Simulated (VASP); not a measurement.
Runs of VASP 6.6.1 on CaSe. It takes space group Fm-3m (No. 225, cubic). The conventional cell has a = 5.935 Å, b = 5.935 Å, c = 5.935 Å, α = 90.00°, β = 90.00°, γ = 90.00°. Within 3.9 Å of Ca (site symmetry m-3m) lie 6 Se at 2.97 Å. Within 3.9 Å of Se (site symmetry m-3m) lie 6 Ca at 2.97 Å. 

| level | potentials or basis | k mesh | grid for exact exchange (PRECFOCK) | share of exact exchange | screening parameter | gap on the mesh (eV) | pressure (GPa) |
| --- | --- | --- | --- | --- | --- | --- | --- |
| PBE | VASP PAW PBE potentials, release 64 (Ca_sv, Se) | 4 × 4 × 4 | - | - | - | (c) | (b) |
| PBE | VASP PAW PBE potentials, release 64 (Ca_sv, Se) | 6 × 6 × 6 | - | - | - | 2.05 | 0.7 |
| HSE06 | VASP PAW PBE potentials, release 64 (Ca_sv, Se) | 4 × 4 × 4 | Normal | 0.25 | 0.2079 1/Å | 3.01 | 0.3 |
| LDA | VASP PAW LDA potentials, release 64 (Ca_sv, Se) | 4 × 4 × 4 | - | - | - | 1.87 | (a) |
| r2SCAN | VASP PAW PBE potentials, release 64 (Ca_sv, Se) | 4 × 4 × 4 | - | - | - | 2.51 | 0.3 |

Alike in all rows: task single point; no spin polarisation; cell as given; cutoff (eV) 520; smearing gaussian 0.01 eV.

**Question.** Estimate the missing entries.

**Answer.** (a) -3.3; (b) 0.9; (c) 2.04.

Caveats: some runs use coarse meshes; the PAW data sets were made with another functional, which shifts forces and pressure a little (at least some runs).

A k mesh can miss the band edges, and the runs leave out spin-orbit coupling on Se.
